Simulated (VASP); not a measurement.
# GaN (P6_3mc) in VASP: relaxation of cell and atoms with PBE

Aim: the relaxation of cell and atoms of GaN with PBE.

All numbers are computed with VASP 6.6.1; they aren't measurements. Logs are shortened: lines on timing, memory, paths and dates and some standing lists are left out, and cuts for length are marked.

## 1. The cell of the first run

Symmetry: P6_3mc, No. 186, hexagonal system. Conventional cell: a = 3.216 Å, b = 3.216 Å, c = 15.741 Å, α = 90.00°, β = 90.00°, γ = 120.00°. Within 2.6 Å of Ga (site symmetry 3m) lie 4 N at 1.97 Å. Ga (site symmetry 3m) has 4 N at 1.97 Å within 2.6 Å. Within 2.6 Å of Ga (site symmetry 3m) lie 4 N at 1.97 Å. Within 2.6 Å of N (site symmetry 3m) lie 4 Ga at 1.97 Å. N (site symmetry 3m) has 4 Ga at 1.97 Å within 2.6 Å. Within 2.6 Å of N (site symmetry 3m) lie 4 Ga at 1.97 Å.

The cell was generated, and may not be a known phase.

## 2. Relaxation of cell and atoms, PBE

The input, INCAR:

```
PREC = Accurate ; ENCUT = 600
EDIFF = 1E-6 ; ISMEAR = 0
SIGMA = 0.02 ; LREAL = False
LASPH = True ; NELM = 60
ALGO = Normal ; ISIF = 3
LWAVE = False ; LCHARG = False
GGA = PE ; IBRION = 2
NSW = 100 ; EDIFFG = -0.01
```

The input, KPOINTS:

```
regular mesh
0
Gamma
  12 12 2
```

The input, POSCAR:

```
GaN
1.0
    3.2159383632      0.0000000000      0.0000000000
   -1.6079691816      2.7850843196      0.0000000000
    0.0000000000      0.0000000000     15.7413040805
Ga N
6 6
Direct
    0.0000000000      0.0000000000      0.1875269422
    0.0000000000      0.0000000000      0.6875269422
    0.3333333333      0.6666666667      0.5207094315
    0.6666666667      0.3333333333      0.0207094315
    0.3333333333      0.6666666667      0.8539798512
    0.6666666667      0.3333333333      0.3539798512
    0.0000000000      0.0000000000      0.3126498525
    0.0000000000      0.0000000000      0.8126498525
    0.3333333333      0.6666666667      0.9792130131
    0.6666666667      0.3333333333      0.4792130131
    0.3333333333      0.6666666667      0.6459209095
    0.6666666667      0.3333333333      0.1459209095
```

Potentials or basis: VASP PAW PBE potentials, release 64 (Ga_d, N).

Command:

```
$ cat potpaw_PBE.64/Ga_d/POTCAR potpaw_PBE.64/N/POTCAR > POTCAR
$ mpirun -np 1 vasp_std > vasp.out
```

OUTCAR:

```text
PREC = Accurate
   ENCUT = 600
   EDIFF = 1E-6
   ISMEAR = 0
   LREAL = False
   LASPH = True
   NELM = 60
   ISIF = 3
   GGA = PE
   IBRION = 2
   NSW = 100
   EDIFFG = -0.01

 ion  position               nearest neighbor table
   1  0.000  0.000  0.188-  12 1.97  12 1.97  12 1.97   7 1.97
   2  0.000  0.000  0.688-  11 1.97  11 1.97  11 1.97   8 1.97
   3  0.333  0.667  0.521-  10 1.97  10 1.97  10 1.97  11 1.97
   4  0.667  0.333  0.021-   9 1.97   9 1.97   9 1.97  12 1.97
   5  0.333  0.667  0.854-   8 1.97   8 1.97   8 1.97   9 1.97
   6  0.667  0.333  0.354-   7 1.97   7 1.97   7 1.97  10 1.97
   7  0.000  0.000  0.313-   6 1.97   6 1.97   6 1.97   1 1.97
   8  0.000  0.000  0.813-   5 1.97   5 1.97   5 1.97   2 1.97
   9  0.333  0.667  0.979-   4 1.97   4 1.97   4 1.97   5 1.97
  10  0.667  0.333  0.479-   3 1.97   3 1.97   3 1.97   6 1.97
  11  0.333  0.667  0.646-   2 1.97   2 1.97   2 1.97   3 1.97
  12  0.667  0.333  0.146-   1 1.97   1 1.97   1 1.97   4 1.97

  LATTYP: Found a hexagonal cell.
 ALAT       =     3.2159383632
 C/A-ratio  =     4.8947779163

  Lattice vectors:

 A1 = (   3.2159383632,   0.0000000000,   0.0000000000)
 A2 = (  -1.6079691816,   2.7850843196,   0.0000000000)
 A3 = (   0.0000000000,   0.0000000000,  15.7413040805)

Analysis of symmetry for initial positions (statically):
=====================================================================
 Subroutine PRICEL returns:
 Original cell was already a primitive cell.

 Routine SETGRP: Setting up the symmetry group for a
 hexagonal supercell.

 Subroutine GETGRP returns: Found 12 space group operations
 (whereof  6 operations were pure point group operations)
 out of a pool of 24 trial point group operations.

The static configuration has the point symmetry C_3v.
 The point group associated with its full space group is C_6v.

Analysis of symmetry for dynamics (positions and initial velocities):
=====================================================================
 Subroutine PRICEL returns:
 Original cell was already a primitive cell.

 Routine SETGRP: Setting up the symmetry group for a
 hexagonal supercell.

 Subroutine GETGRP returns: Found 12 space group operations
 (whereof  6 operations were pure point group operations)
 out of a pool of 24 trial point group operations.

The dynamic configuration has the point symmetry C_3v.
 The point group associated with its full space group is C_6v.

 Subroutine INISYM returns: Found 12 space group operations
 (whereof  6 operations are pure point group operations),
 and found     1 'primitive' translations

----------------------------------------------------------------------------------------

                                     Primitive cell

  volume of cell :     140.9895

  direct lattice vectors                    reciprocal lattice vectors
     3.215938363  0.000000000  0.000000000     0.310951233  0.179527778  0.000000000
    -1.607969182  2.785084320  0.000000000     0.000000000  0.359055556  0.000000000
     0.000000000  0.000000000 15.741304081     0.000000000  0.000000000  0.063527138

  length of vectors
     3.215938363  3.215938363 15.741304081     0.359055556  0.359055556  0.063527138

  position of ions in fractional coordinates (direct lattice)
     0.000000000  0.000000000  0.187526942
     0.000000000  0.000000000  0.687526942
     0.333333333  0.666666667  0.520709432
     0.666666667  0.333333333  0.020709432
     0.333333333  0.666666667  0.853979851
     0.666666667  0.333333333  0.353979851
     0.000000000  0.000000000  0.312649853
     0.000000000  0.000000000  0.812649853
     0.333333333  0.666666667  0.979213013
[... 120 lines left out ...]
   LRPA    =     F    only Hartree local field effects (RPA)
 conjugate gradient relaxation of ions
 non-spin polarized calculation
 Gauss-broadening in eV      SIGMA  =   0.02
  energy-cutoff  :      600.00
  volume of cell :      140.99
 maximum number of plane-waves:      4753
 NGX is ok and might be reduce to    28
   NGX = 13   NGY = 13   NGZ = 63

--------------------------------------- Ionic step        1  -------------------------------------------

 number of electron     108.0000004 magnetization

 Free energy of the ion-electron system (eV)
  ---------------------------------------------------
  ext. energy  EPLUGINS =         0.00000000
  ---------------------------------------------------
  free energy    TOTEN  =       -72.95322042 eV

  energy without entropy =      -72.95322042  energy(sigma->0) =      -72.95322042

------------------------ aborting loop because EDIFF is reached ----------------------------------------

  FORCE on cell =-STRESS in cart. coord.  units (eV):
  Direction    XX          YY          ZZ          XY          YZ          ZX
  --------------------------------------------------------------------------------------
  -------------------------------------------------------------------------------------
  Total        0.0913403      0.0913403      0.1361099      0.0000000      0.0000000      0.0000000
  in kB        1.0379734      1.0379734      1.5467265      0.0000000      0.0000000      0.0000000
  external PRESSURE =       1.2075578 kB  Pullay stress =       0.0000000 kB

 VOLUME and BASIS-vectors are now :
 -----------------------------------------------------------------------------
  energy-cutoff  :      600.00
  volume of cell :      140.99
      direct lattice vectors                 reciprocal lattice vectors
     3.215938363  0.000000000  0.000000000     0.310951233  0.179527778  0.000000000
    -1.607969182  2.785084320  0.000000000     0.000000000  0.359055556  0.000000000
     0.000000000  0.000000000 15.741304081     0.000000000  0.000000000  0.063527138

 POSITION                                       TOTAL-FORCE (eV/Angst)
 -----------------------------------------------------------------------------------
      0.00000      0.00000      2.95192        -0.000000      0.000000      0.000129
      0.00000      0.00000     10.82257         0.000000     -0.000000      0.000129
     -0.00000      1.85672      8.19665        -0.000000      0.000000     -0.000513
      1.60797      0.92836      0.32599         0.000000      0.000000     -0.000513
     -0.00000      1.85672     13.44276         0.000000      0.000000      0.001120
      1.60797      0.92836      5.57210        -0.000000     -0.000000      0.001120
      0.00000      0.00000      4.92152         0.000000     -0.000000      0.000040
      0.00000      0.00000     12.79217        -0.000000      0.000000      0.000040
     -0.00000      1.85672     15.41409        -0.000000      0.000000      0.000324
      1.60797      0.92836      7.54344         0.000000     -0.000000      0.000324
     -0.00000      1.85672     10.16764         0.000000      0.000000     -0.001101
      1.60797      0.92836      2.29699        -0.000000      0.000000     -0.001101
 -----------------------------------------------------------------------------------
    total drift:                                0.000000      0.000000     -0.001130

  FREE ENERGIE OF THE ION-ELECTRON SYSTEM (eV)
  ---------------------------------------------------
  free  energy   TOTEN  =       -72.9532204210 eV

  energy  without entropy=      -72.9532204210  energy(sigma->0) =      -72.95322042

--------------------------------------- Ionic step        2  -------------------------------------------

 number of electron     108.0000004 magnetization

 Free energy of the ion-electron system (eV)
  ---------------------------------------------------
  ext. energy  EPLUGINS =         0.00000000
  ---------------------------------------------------
  free energy    TOTEN  =       -72.95321900 eV

  energy without entropy =      -72.95321900  energy(sigma->0) =      -72.95321900

 E-fermi :   5.1471     XC(G=0): -11.5178

 val. band max:        4.9913476874   @ k =   0.0000   0.0000   0.0000
 cond. band min:       6.5885946411   @ k =   0.0000   0.0000   0.0000
 fundamental gap:      1.5972469537
 Fermi energy:         5.1470905153

 k-point     1 :       0.0000    0.0000    0.0000
  band No.  band energies     occupation
      1     -10.7214      2.00000
      2     -10.4634      2.00000
      3     -10.4418      2.00000
      4     -10.0369      2.00000
      5     -10.0199      2.00000
      6      -9.9027      2.00000
[... 1597 lines left out ...]
     63      12.3932      0.00000
     64      12.3932      0.00000

 [... further k-points ...]

------------------------ aborting loop because EDIFF is reached ----------------------------------------

  FORCE on cell =-STRESS in cart. coord.  units (eV):
  Direction    XX          YY          ZZ          XY          YZ          ZX
  --------------------------------------------------------------------------------------
  -------------------------------------------------------------------------------------
  Total       -0.0751298     -0.0751298     -0.0817673      0.0000000      0.0000000      0.0000000
  in kB       -0.8526673     -0.8526673     -0.9279984      0.0000000      0.0000000      0.0000000
  external PRESSURE =      -0.8777776 kB  Pullay stress =       0.0000000 kB

 VOLUME and BASIS-vectors are now :
 -----------------------------------------------------------------------------
  energy-cutoff  :      600.00
  volume of cell :      141.17
      direct lattice vectors                 reciprocal lattice vectors
     3.217119282  0.000000000  0.000000000     0.310837091  0.179461878  0.000000000
    -1.608559641  2.786107025  0.000000000     0.000000000  0.358923757  0.000000000
     0.000000000  0.000000000 15.749917595     0.000000000  0.000000000  0.063492396

 POSITION                                       TOTAL-FORCE (eV/Angst)
 -----------------------------------------------------------------------------------
      3.21712      0.00000      2.95354         0.000000     -0.000000      0.001004
      1.60856      2.78611     10.82850        -0.000000     -0.000000      0.001004
     -0.00000      1.85740      8.20111        -0.000000     -0.000000      0.001995
      1.60856      0.92870      0.32615         0.000000      0.000000      0.001995
     -0.00000      1.85740     13.45017         0.000000     -0.000000      0.000399
      1.60856      0.92870      5.57521        -0.000000      0.000000      0.000399
     -1.60856      2.78611      4.92421        -0.000000     -0.000000     -0.000500
      3.21712      0.00000     12.79917         0.000000      0.000000     -0.000500
     -0.00000      1.85740     15.42254         0.000000     -0.000000     -0.001340
      1.60856      0.92870      7.54758        -0.000000     -0.000000     -0.001340
     -0.00000      1.85740     10.17315        -0.000000      0.000000     -0.001558
      1.60856      0.92870      2.29819         0.000000     -0.000000     -0.001558
 -----------------------------------------------------------------------------------
    total drift:                                0.000000      0.000000     -0.003747

  FREE ENERGIE OF THE ION-ELECTRON SYSTEM (eV)
  ---------------------------------------------------
  free  energy   TOTEN  =       -72.9532189972 eV

  energy  without entropy=      -72.9532189972  energy(sigma->0) =      -72.95321900

 reached required accuracy - stopping structural energy minimisation
```

It took 12 min on 1 thread of Oxide Virtual Turin-like, shared host; peak memory 0.48 GiB.

What came out:

| Item | Value |
| --- | --- |
| Free energy | -72.9532 eV |
| Relaxed volume | 11.76 Å³/atom |
| Relaxed cell | a = 3.217 Å, b = 3.217 Å, c = 15.750 Å, α = 90.00°, β = 90.00°, γ = 120.00° |
| Space group after relaxing (to 0.1 Å) | P6_3mc (No. 186) |
| Ionic steps | 2 |
| Pressure after relaxing | -0.1 GPa |
| Band gap on the k mesh | 1.60 eV |

Final structure:
```cif
data_structure
_symmetry_space_group_name_H-M 'P 1'
_symmetry_Int_Tables_number 1
_cell_length_a 3.2171
_cell_length_b 3.2171
_cell_length_c 15.7499
_cell_angle_alpha 90.000
_cell_angle_beta 90.000
_cell_angle_gamma 120.000
_cell_volume 141.17
loop_
_atom_site_label
_atom_site_type_symbol
_atom_site_fract_x
_atom_site_fract_y
_atom_site_fract_z
_atom_site_occupancy
Ga1 Ga 0.00000 0.00000 0.18753 1
Ga2 Ga 0.00000 0.00000 0.68753 1
Ga3 Ga 0.33333 0.66667 0.52071 1
Ga4 Ga 0.66667 0.33333 0.02071 1
Ga5 Ga 0.33333 0.66667 0.85398 1
Ga6 Ga 0.66667 0.33333 0.35398 1
N1 N 0.00000 0.00000 0.31265 1
N2 N 0.00000 0.00000 0.81265 1
N3 N 0.33333 0.66667 0.97921 1
N4 N 0.66667 0.33333 0.47921 1
N5 N 0.33333 0.66667 0.64592 1
N6 N 0.66667 0.33333 0.14592 1
```

Levels at points of the mesh, in eV from the valence-band top:
```tsv
k point	band 52	band 53	band 54	band 55	band 56	band 57
(0.00, 0.00, 0.00)	-0.01	0.00	0.00	1.60	3.17	3.33
(0.50, 0.00, 0.00)	-1.41	-1.24	-0.94	3.75	4.08	4.46
(0.00, 0.00, 0.50)	-0.07	-0.07	-0.07	2.29	2.29	3.93
(0.50, 0.00, 0.50)	-1.37	-1.08	-1.08	3.77	3.77	5.02
```
